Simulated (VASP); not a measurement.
Crystal: CaSe.

```xyz
2
Lattice="0.0000 2.9160 2.9160 2.9160 0.0000 2.9160 2.9160 2.9160 0.0000" Properties=species:S:1:pos:R:3 pbc="T T T"
Se    2.9160    2.9160    2.9160
Ca    0.0000    0.0000    0.0000
```

Base run:

```yaml
Program: VASP 6.6.1
Functional: r2SCAN
Potentials_or_basis: VASP PAW PBE potentials, release 64 (Se, Ca_sv)
Cutoff: 520 eV
k_mesh: 8 × 8 × 8
Occupations: fermi-dirac, width 0.05 eV
Spin: no spin polarisation
```

Its results: band gap on the k mesh 2.38 eV, indirect (least direct gap 3.37 eV); pressure 3.3 GPa.

Q: The run is repeated on the same cell with these changes: functional from r2SCAN to PBEsol. What comes out?

A: Band gap on the k mesh 1.81 eV, indirect (least direct gap 2.80 eV); pressure 1.2 GPa.

r2SCAN gives the wider gap, since meta-GGAs in the generalised Kohn-Sham scheme recover part of the derivative discontinuity.

Caveats: the PAW data sets were made with another functional, which shifts forces and pressure a little.

A k mesh can miss the band edges.
